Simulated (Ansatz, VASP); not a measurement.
## Os in VASP and in Ansatz

```
Os
1.0
     4.23786    0.00000    0.00000
    -2.11893    3.67010    0.00000
     0.00000    0.00000    2.66789
Os
3
Cartesian
  2.1189 3.6701 2.6679
  0.0000 2.4467 1.3339
  2.1189 1.2234 1.3339
```

Alike in both runs: task single point; functional r2SCAN; k mesh 10 × 10 × 13; occupations fermi-dirac, width 0.1 eV; no spin polarisation.

|  | VASP | Ansatz |
| --- | --- | --- |
| version | VASP 6.6.1 | Ansatz 0.2.0 |
| potentials or method | VASP PAW PBE potentials, release 64 (Os), cutoff 520 eV | plane waves (500 eV) with PAW, scalar-relativistic |
| valence electrons in the cell | 24 | 48 |

```csv
,VASP,Ansatz,Ansatz less VASP
pressure (GPa),19.2,17.9,-1.23
"traceless stress, the component that is largest in VASP (GPa)",-1.05,-1.22,-0.171
```

VASP's potentials were made for PBE, not for r2SCAN. The functional is the same, so the differences come from potentials, cutoffs and numerics. VASP's potentials hold 24 valence electrons a cell and Ansatz's 48, so a difference there can come from the potentials and not from the codes.

Spin-orbit coupling is off throughout.
